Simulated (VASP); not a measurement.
Write the native input for VASP 6.6.1 that does the following.

* Task: relaxation of cell and atoms
* Functional: PBEsol
* Potentials or basis: VASP PAW PBE potentials, release 64 (Si)
* Cutoff: 500 eV
* k mesh: 8 × 8 × 8
* Occupations: fermi-dirac, width 0.02 eV
* Spin: no spin polarisation
* Target pressure: 20 GPa
* Dipole correction: no
* Further INCAR settings: ALGO = Normal; EDIFF = 1e-07; IBRION = 2; EDIFFG = -0.01; NSW = 80; ISIF = 3

The structure of Si lies in POSCAR:

```
Si
1.0
    0.0000000000      2.7150000000      2.7150000000
    2.7150000000      0.0000000000      2.7150000000
    2.7150000000      2.7150000000      0.0000000000
Si
2
Direct
    1.0000000000      1.0000000000      1.0000000000
    0.2500000000      0.2500000000      0.2500000000
```

These files were run (other wordings do the same):

INCAR

```
SYSTEM = Si
PREC = Accurate
ENCUT = 500
EDIFF = 1E-7
ISMEAR = -1
SIGMA = 0.02
LREAL = .FALSE.
LASPH = .TRUE.
NELM = 120
ALGO = Normal
ISIF = 3
LWAVE = .FALSE.
LCHARG = .FALSE.
GGA = PS
IBRION = 2
NSW = 80
EDIFFG = -0.01
PSTRESS = 200.0
GGA_COMPAT = .FALSE.
NELMIN = 4
```

KPOINTS

```
Automatic mesh
0
G
  8 8 8
  0 0 0
```

Potentials or basis: VASP PAW PBE potentials, release 64 (Si).

Command:

```console
$ cat potpaw_PBE.64/Si/POTCAR > POTCAR
$ mpirun -np 1 vasp_std > vasp.out
```

It gave:

```json
{"Relaxed volume": "17.20 Å³/atom", "Relaxed cell": "a = 3.651 Å, b = 3.651 Å, c = 3.651 Å, α = 60.00°, β = 60.00°, γ = 60.00°", "Space group after relaxing (to 0.1 Å)": "Fd-3m (No. 227)", "Energy change on relaxing (the run minimises the enthalpy)": "+157.3 meV/atom", "Ionic steps": "7", "Pressure after relaxing": "20.0 GPa", "Band gap on the k mesh": "0.22 eV (least direct gap 2.56 eV)"}
```

Caveat: the cell is relaxed towards a set pressure, so the run minimises the enthalpy, not the energy; semilocal functionals underestimate gaps, and a narrow one can read as zero; the PAW data sets were made with another functional, which shifts forces and pressure a little.

It took 37 s on 1 thread of AMD EPYC 7R13 Processor (Zen 3) (shared host), peak memory 0.11 GiB.
